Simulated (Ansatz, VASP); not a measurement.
## One calculation of LiCl, two programs

The input INCAR:

```
SYSTEM = LiCl
PREC     = Accurate       ! precision mode
ENCUT    = 520            ! plane-wave cutoff, eV
EDIFF    = 1E-6           ! SCF threshold, eV
ISMEAR   = 0              ! smearing method
SIGMA    = 0.05           ! smearing width, eV
LREAL    = .False.        ! projectors in reciprocal space
LASPH    = .True.         ! aspherical terms in the spheres
NELM     = 100            ! most SCF steps
ALGO     = Normal         ! electronic algorithm
ISIF     = 2              ! what is computed and relaxed
LWAVE    = .False.        ! write WAVECAR
LCHARG   = .False.        ! write CHGCAR
GGA      = PE             ! functional
NBANDS   = 12             ! bands
```

KPOINTS

```
Automatic mesh
0
Gamma
  8 8 8
  0 0 0
```

The input POSCAR:

```
LiCl
1.0
    0.0000000000      2.5391124000      2.5647600000
    2.5391124000      0.0000000000      2.5647600000
    2.5391124000      2.5391124000      0.0000000000
Li Cl
1 1
Direct
    0.0000000000      0.0000000000      0.0000000000
    0.5000000000      0.5000000000      0.5000000000
```

Input for Ansatz:

```yaml
crystal:
  lattice:
    - [0.0, 2.5391124, 2.56476]
    - [2.5391124, 0.0, 2.56476]
    - [2.5391124, 2.5391124, 0.0]
  atoms:
    - { symbol: Li, position: [0.0, 0.0, 0.0] }
    - { symbol: Cl, position: [0.5, 0.5, 0.5] }
basis:
  ecutwfc: 420
kpoints:
  mp_grid: { grid: [8, 8, 8] }
hamiltonian:
  xc: pbe
scf:
  occupations: { method: gaussian, width: 0.05 }
output:
  forces: true
  stress: true
  eigenvalues: true
```

Change from the starting cell: strain -0.0100 x Voigt [1, 1, 0, 0, 0, 0], atoms carried along.

Alike in both runs: task single point; functional PBE; k mesh 8 × 8 × 8; occupations gaussian, width 0.05 eV; no spin polarisation.

|  | VASP | Ansatz |
| --- | --- | --- |
| version | VASP 6.6.1 | Ansatz 0.2.0 |
| potentials or method | VASP PAW PBE potentials, release 64 (Li_sv, Cl), cutoff 520 eV | scalar-relativistic, plane waves, PAW |
| valence electrons in the cell | 10 | 10 |

VASP gave:

```
gap on the k mesh at the Fermi level (eV) : 6.44
least direct gap on the mesh (eV)         : 6.44
```

**Question.** What did Ansatz give for the same quantities?

**Answer.** gap on the k mesh at the Fermi level (eV): 6.43; least direct gap on the mesh (eV): 6.43.

Noted on VASP's run: the cutoff is short for stress, so the pressure is rough.
